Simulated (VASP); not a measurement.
# SrB2Te4 (I422) in VASP: relaxation of cell and atoms with PBE

Aim: the relaxation of cell and atoms of SrB2Te4 with PBE.

All numbers are computed with VASP 6.6.1; they aren't measurements. Logs are shortened: lines on timing, memory, paths and dates and some standing lists are left out, and cuts for length are marked.

## Step 1: The cell of the first run

It takes space group I422 (No. 97, tetragonal). The conventional cell has a = 7.828 Å, b = 7.828 Å, c = 6.336 Å, α = 90.00°, β = 90.00°, γ = 90.00°. Sr (site symmetry 422) has 8 Te at 3.30 Å and 4 B at 3.91 Å within 4.3 Å. Within 3.3 Å of B (site symmetry 222) lie 4 Te at 2.48 Å and 2 B at 3.17 Å. Within 3.4 Å of Te (site symmetry 2) lie 2 B at 2.48 Å and 2 Sr at 3.30 Å.

## Step 2: Relaxation of cell and atoms, PBE

INCAR reads:

```
SYSTEM = SrB2Te4
PREC = Accurate
ENCUT = 600
EDIFF = 1E-6
ISMEAR = 0
SIGMA = 0.1
LREAL = .False.
LASPH = .True.
NELM = 80
ALGO = Normal
ISIF = 3
LWAVE = .False.
LCHARG = .False.
GGA = PE
IBRION = 2
NSW = 100
EDIFFG = -0.05
```

KPOINTS reads:

```
regular mesh
0
Gamma
  4 4 4
  0 0 0
```

POSCAR reads:

```
SrB2Te4
1.0
   -3.9140993161      3.9140993161      3.1682445471
    3.9140993161     -3.9140993161      3.1682445471
    3.9140993161      3.9140993161     -3.1682445471
Sr B Te
1 2 4
Direct
    0.0000000000      0.0000000000      0.0000000000
    0.5000000000      0.0000000000      0.5000000000
    0.0000000000      0.5000000000      0.5000000000
    0.9222824400      0.4222824400      0.8445648800
    0.0777175600      0.9222824400      0.5000000000
    0.4222824400      0.5777175600      0.5000000000
    0.5777175600      0.0777175600      0.1554351200
```

Potentials or basis: VASP PAW PBE potentials, release 64 (Sr_sv, B, Te).

Started as:

```
$ cat potpaw_PBE.64/Sr_sv/POTCAR potpaw_PBE.64/B/POTCAR potpaw_PBE.64/Te/POTCAR > POTCAR
$ mpirun -np 1 vasp_std > vasp.out
```

OUTCAR:

```text
SYSTEM = SrB2Te4
   PREC = Accurate
   ENCUT = 600
   EDIFF = 1E-6
   ISMEAR = 0
   LREAL = .False.
   LASPH = .True.
   NELM = 80
   ISIF = 3
   GGA = PE
   IBRION = 2
   NSW = 100
   EDIFFG = -0.05

 ion  position               nearest neighbor table
   1  0.000  0.000  0.000-   7 3.30   4 3.30   6 3.30   5 3.30   5 3.30   6 3.30   4 3.30   7 3.30

   2  0.500  0.000  0.500-   5 2.48   4 2.48   7 2.48   6 2.48
   3  0.000  0.500  0.500-   6 2.48   4 2.48   7 2.48   5 2.48
   4  0.922  0.422  0.845-   2 2.48   3 2.48   1 3.30   1 3.30   7 3.61   7 3.61
   5  0.078  0.922  0.500-   2 2.48   3 2.48   1 3.30   1 3.30   6 3.61   6 3.61
   6  0.422  0.578  0.500-   3 2.48   2 2.48   1 3.30   1 3.30   5 3.61   5 3.61
   7  0.578  0.078  0.155-   2 2.48   3 2.48   1 3.30   1 3.30   4 3.61   4 3.61

  LATTYP: Found a body centered tetragonal cell.
 ALAT       =     7.8281986322
 C/A-ratio  =     0.8094440869

  Lattice vectors:

 A1 = (  -3.9140993161,   3.9140993161,   3.1682445471)
 A2 = (   3.9140993161,  -3.9140993161,   3.1682445471)
 A3 = (   3.9140993161,   3.9140993161,  -3.1682445471)

Analysis of symmetry for initial positions (statically):
=====================================================================
 Subroutine PRICEL returns:
 Original cell was already a primitive cell.

 Routine SETGRP: Setting up the symmetry group for a
 body centered tetragonal supercell.

 Subroutine GETGRP returns: Found  8 space group operations
 (whereof  8 operations were pure point group operations)
 out of a pool of 16 trial point group operations.

The static configuration has the point symmetry D_4 .

Analysis of symmetry for dynamics (positions and initial velocities):
=====================================================================
 Subroutine PRICEL returns:
 Original cell was already a primitive cell.

 Routine SETGRP: Setting up the symmetry group for a
 body centered tetragonal supercell.

 Subroutine GETGRP returns: Found  8 space group operations
 (whereof  8 operations were pure point group operations)
 out of a pool of 16 trial point group operations.

The dynamic configuration has the point symmetry D_4 .

 Subroutine INISYM returns: Found  8 space group operations
 (whereof  8 operations are pure point group operations),
 and found     1 'primitive' translations

----------------------------------------------------------------------------------------

                                     Primitive cell

  volume of cell :     194.1522

  direct lattice vectors                    reciprocal lattice vectors
    -3.914099316  3.914099316  3.168244547     0.000000000  0.127743309  0.157816101
     3.914099316 -3.914099316  3.168244547     0.127743309  0.000000000  0.157816101
     3.914099316  3.914099316 -3.168244547     0.127743309  0.127743309  0.000000000

  length of vectors
     6.377940139  6.377940139  6.377940139     0.203037619  0.203037619  0.180656321

  position of ions in fractional coordinates (direct lattice)
     0.000000000  0.000000000  0.000000000
     0.500000000  0.000000000  0.500000000
     0.000000000  0.500000000  0.500000000
     0.922282440  0.422282440  0.844564880
     0.077717560  0.922282440  0.500000000
     0.422282440  0.577717560  0.500000000
     0.577717560  0.077717560  0.155435120

  ion indices of the primitive-cell ions
   primitive index   ion index
                 1           1
                 2           2
                 3           3
                 4           4
                 5           5
                 6           6
                 7           7

----------------------------------------------------------------------------------------

 KPOINTS: regular mesh

Automatic generation of k-mesh.
 Grid dimensions read from file:
 generate k-points for:    4    4    4

 Generating k-lattice:

  Cartesian coordinates                     Fractional coordinates (reciprocal lattice)
     0.000000000  0.031935827  0.039454025     0.250000000  0.000000000  0.000000000
     0.031935827  0.000000000  0.039454025     0.000000000  0.250000000  0.000000000
     0.031935827  0.031935827  0.000000000     0.000000000  0.000000000  0.250000000

  Length of vectors
     0.050759405  0.050759405  0.045164080

  Shift w.r.t. Gamma in fractional coordinates (k-lattice)
     0.000000000  0.000000000  0.000000000

 Subroutine IBZKPT returns following result:
 ===========================================

 Found     13 irreducible k-points:

 Following reciprocal coordinates:
            Coordinates               Weight
  0.000000  0.000000  0.000000      1.000000
  0.250000 -0.000000  0.000000      8.000000
  0.500000 -0.000000  0.000000      4.000000
  0.250000  0.250000  0.000000      8.000000
  0.500000  0.250000  0.000000     16.000000
 -0.250000  0.250000  0.000000      4.000000
  0.500000  0.500000  0.000000      2.000000
  0.250000  0.250000  0.250000      2.000000
 -0.250000  0.250000  0.250000      4.000000
  0.500000  0.500000  0.250000      4.000000
 -0.250000  0.500000  0.250000      8.000000
 -0.250000 -0.250000  0.250000      2.000000
  0.500000  0.500000  0.500000      1.000000
   k-points           NKPTS =     13   k-points in BZ     NKDIM =     13   number of bands    NBANDS=     24
   number of dos      NEDOS =    301   number of ions     NIONS =      7
   total plane-waves  NPLWV = 157464
   dimension x,y,z NGX =    54 NGY =   54 NGZ =   54
   dimension x,y,z NGXF=   108 NGYF=  108 NGZF=  108
   ions per type =               1   2   4
   NGX,Y,Z   is equivalent  to a cutoff of  14.08, 14.08, 14.08 a.u.
   NGXF,Y,Z  is equivalent  to a cutoff of  28.15, 28.15, 28.15 a.u.
 SYSTEM =  SrB2Te4
   PREC   = accura    normal or accurate (medium, high low for compatibility)
   ISTART =      0    job   : 0-new  1-cont  2-samecut
   ICHARG =      2    charge: 1-file 2-atom 10-const
   ISPIN  =      1    spin polarized calculation?
   LNONCOLLINEAR =      F non collinear calculations
   LSORBIT =      F    spin-orbit coupling
   LASPH  =      T    aspherical Exc in radial PAW
   ENCUT  =  600.0 eV  44.10 Ry    6.64 a.u.  12.74 12.74 12.74*2*pi/ulx,y,z
   NELM   =     80;   NELMIN=  2; NELMDL= -5     # of ELM steps
   EDIFF  = 0.1E-05   stopping-criterion for ELM
   LREAL  =      F    real-space projection
   EDIFFG = -.5E-01   stopping-criterion for IOM
   NSW    =    100    number of steps for IOM
   IBRION =      2    ionic relax: 0-MD 1-quasi-New 2-CG
   NFREE  =      1    steps in history (QN), initial steepest desc. (CG)
   ISIF   =      3    stress and relaxation
   ISYM   =      2    0-nonsym 1-usesym 2-fastsym
   POTIM  = 0.5000    time-step for ionic-motion
   TEBEG  =    0.0;   TEEND  =   0.0 temperature during run
   PSTRESS=    0.0 pullay stress
   NELECT =      40.0000    total number of electrons
   NUPDOWN=      -1.0000    fix difference up-down
   EMIN   =  10.00;   EMAX   =-10.00  energy-range for DOS
   EFERMI =   0.00;   METHOD = LEGACY
   ISMEAR =     0;   SIGMA  =   0.10  broadening in eV -4-tet -1-fermi 0-gaus
   EFERMI_NEDOS =   21; number of points for ismear=-14 and -15
   IALGO  =     38    algorithm
   IMIX   =      4    mixing-type and parameters
     AMIX     =   0.40;   BMIX     =  1.00
     AMIX_MAG =   1.60;   BMIX_MAG =  1.00
  volume/ion in A,a.u.               =      27.74       187.17
  Fermi-wavevector in a.u.,A,eV,Ry     =   0.966898  1.827172 12.719977  0.934892
  Thomas-Fermi vector in A             =   2.096738
   LORBIT       =      0    0 simple, 1 ext, 2 COOP (PROOUT), +10 PAW based schemes
   GGA     = PE    functional components
   LHFCALC =     F    Hartree Fock is set to
   AEXX    =    0.0000 exact exchange contribution
   IVDW    =     0    specifies the selected vdW correction
   LEPSILON=     F    determine dielectric tensor
   LRPA    =     F    only Hartree local field effects (RPA)
 conjugate gradient relaxation of ions
 non-spin polarized calculation
 Gauss-broadening in eV      SIGMA  =   0.10
  energy-cutoff  :      600.00
  volume of cell :      194.15
 maximum number of plane-waves:      6510
 NGX is ok and might be reduce to    54
   NGX = 25   NGY = 25   NGZ = 25

--------------------------------------- Ionic step        1  -------------------------------------------

 number of electron      40.0000000 magnetization

 Free energy of the ion-electron system (eV)
  ---------------------------------------------------
  ext. energy  EPLUGINS =         0.00000000
  ---------------------------------------------------
  free energy    TOTEN  =       -28.21867969 eV

  energy without entropy =      -28.21561108  energy(sigma->0) =      -28.21714539

------------------------ aborting loop because EDIFF is reached ----------------------------------------

  FORCE on cell =-STRESS in cart. coord.  units (eV):
  Direction    XX          YY          ZZ          XY          YZ          ZX
  --------------------------------------------------------------------------------------
  -------------------------------------------------------------------------------------
  Total       -2.9347199     -2.9347199     -7.0556072      0.0000000     -0.0000000      0.0000000
  in kB      -24.2178101    -24.2178101    -58.2240764      0.0000000     -0.0000000      0.0000000
  external PRESSURE =     -35.5532322 kB  Pullay stress =       0.0000000 kB
[... 149 lines left out ...]
  energy  without entropy=      -29.2474251799  energy(sigma->0) =      -29.24911625

--------------------------------------- Ionic step        5  -------------------------------------------

 number of electron      40.0000000 magnetization

 E-fermi :   4.8437     XC(G=0):  -8.8247

 val. band max:        4.6745803050   @ k =   0.5000   0.5000   0.0000
 cond. band min:       4.9886022065   @ k =   0.5000   0.5000   0.5000
 fundamental gap:      0.3140219016
 Fermi energy:         4.8437395300

 k-point     1 :       0.0000    0.0000    0.0000
  band No.  band energies     occupation
      1     -30.8772      2.00000
      2     -12.9078      2.00000
      3     -12.9078      2.00000
      4     -12.8918      2.00000
      5      -8.6911      2.00000
      6      -6.5843      2.00000
[... 419 lines left out ...]
  energy  without entropy=      -29.3718375032  energy(sigma->0) =      -29.37188924

--------------------------------------- Ionic step        7  -------------------------------------------

 number of electron      39.9999998 magnetization

 Free energy of the ion-electron system (eV)
  ---------------------------------------------------
  ext. energy  EPLUGINS =         0.00000000
  ---------------------------------------------------
  free energy    TOTEN  =       -29.43766355 eV

  energy without entropy =      -29.43751047  energy(sigma->0) =      -29.43758701

 E-fermi :   4.4902     XC(G=0):  -8.6830

 val. band max:        4.3083425335   @ k =   0.5000   0.5000   0.0000
 cond. band min:       4.6489912112   @ k =   0.5000   0.5000   0.5000
 fundamental gap:      0.3406486777
 Fermi energy:         4.4902306606

 k-point     1 :       0.0000    0.0000    0.0000
  band No.  band energies     occupation
      1     -31.2898      2.00000
      2     -13.3014      2.00000
      3     -13.3014      2.00000
      4     -13.2948      2.00000
      5      -8.7468      2.00000
      6      -6.7696      2.00000
[... 374 lines left out ...]
  FREE ENERGIE OF THE ION-ELECTRON SYSTEM (eV)
  ---------------------------------------------------
  free  energy   TOTEN  =       -29.4376635467 eV

  energy  without entropy=      -29.4375104714  energy(sigma->0) =      -29.43758701

 reached required accuracy - stopping structural energy minimisation
```

Run time: 7.4 min. Hardware: 1 thread of Intel Xeon Platinum 8488C (Sapphire Rapids), shared host; peak memory 0.47 GiB.

Results:

```yaml
Free_energy: -29.4377 eV
Relaxed_volume: 29.07 Å³/atom
Relaxed_cell: a = 6.526 Å, b = 6.526 Å, c = 6.526 Å, α = 102.73°, β = 102.73°, γ = 124.00°
Space_group_after_relaxing_to_0.1_Å: I422 (No. 97)
Energy_gained_by_relaxing: 174.1 meV/atom
Ionic_steps: 7
Pressure_after_relaxing: 0.0 GPa
Largest_force_after_relaxing: 0.006 eV/Å
Band_gap_on_the_k_mesh: 0.34 eV (least direct gap 0.62 eV)
```

Forces on the atoms (eV/Å):
```
Sr   0.000  0.000  0.000
B    0.000  0.000  0.000
B    0.000  0.000  0.000
Te  -0.004 -0.004  0.000
Te  -0.004  0.004  0.000
Te   0.004 -0.004  0.000
Te   0.004  0.004  0.000
```

Stress tensor (GPa, compression positive):
```
 0.06  0.00  0.00
 0.00  0.06  0.00
 0.00  0.00 -0.15
```

The path:
```csv
step,energy change (eV),largest force (eV/Å),pressure (GPa),volume (Å³)
1,0.0000,1.9938,-3.56,194.15
2,-0.7051,0.8799,2.98,177.32
3,-0.7064,0.7984,3.42,176.51
4,-1.0321,0.2884,2.50,184.98
5,-1.1669,0.4419,2.15,196.47
6,-1.1533,0.4519,-2.08,211.85
7,-1.2190,0.0061,-0.01,203.48
```

Final structure:
```
Sr B Te
1.0
    -4.07475    4.07475    3.06382
     4.07475   -4.07475    3.06382
     4.07475    4.07475   -3.06382
Sr B Te
1 2 4
Direct
  0.00000 0.00000 0.00000
  0.50000 0.00000 0.50000
  0.00000 0.50000 0.50000
  0.89849 0.39849 0.79697
  0.10151 0.89849 0.50000
  0.39849 0.60151 0.50000
  0.60151 0.10151 0.20303
```

Caveat: spin-orbit coupling is left out, which moves the levels of the heavy elements.
